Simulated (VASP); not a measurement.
Input of a VASP 6.6.1 run:

The input INCAR:

```
SYSTEM = Be5Te
PREC = Accurate ; ENCUT = 520
EDIFF = 1E-6 ; ISMEAR = 0
SIGMA = 0.2 ; LREAL = .FALSE.
LASPH = .TRUE. ; NELM = 80
ALGO = Fast ; ISIF = 2
LWAVE = .FALSE. ; LCHARG = .FALSE.
GGA = PE ; NBANDS = 28
```

File KPOINTS:

```
regular mesh
0
G
  6 6 2
  0 0 0
```

POSCAR

```
Be5Te
1.0
    3.9296811472      0.0000000000      0.0000000000
   -1.9648405736      3.4032037022      0.0000000000
    0.0000000000      0.0000000000     10.8111876711
Be Te
10 2
Direct
    0.0000000000      0.0000000000      1.0000000000
    0.0035901543      0.6704353453      0.8362260186
    0.6668451910      0.9964098457      0.8362260186
    0.6666666667      0.3333333333      0.0001970413
    0.3333333333      0.6666666667      0.9998029587
    0.3295646547      0.3331548090      0.8362260186
    0.9964098457      0.6668451910      0.1637739814
    0.3331548090      0.3295646547      0.1637739814
    0.6704353453      0.0035901543      0.1637739814
    0.0000000000      0.0000000000      0.5000000000
    0.6666666667      0.3333333333      0.6300392143
    0.3333333333      0.6666666667      0.3699607857
```

Potentials or basis: VASP PAW PBE potentials, release 64 (Be, Te).

Command:

```console
$ cat potpaw_PBE.64/Be/POTCAR potpaw_PBE.64/Te/POTCAR > POTCAR
$ mpirun -np 1 vasp_std > vasp.out
```

Question: What does it give for the pressure?

Answer: 0.1 GPa.

Question: Estimate the band gap on the k mesh.

Answer: Zero (band 16 reaches 7.68 eV, above the bottom of band 17 at 5.80 eV).

Question: Estimate the largest force.

Answer: 0.079 eV/Å.

Stress tensor (GPa, compression positive):
```
-0.28  0.00  0.00
 0.00 -0.28  0.00
 0.00  0.00  0.95
```

Caveat: spin-orbit coupling is left out, which moves the levels of the heavy elements.
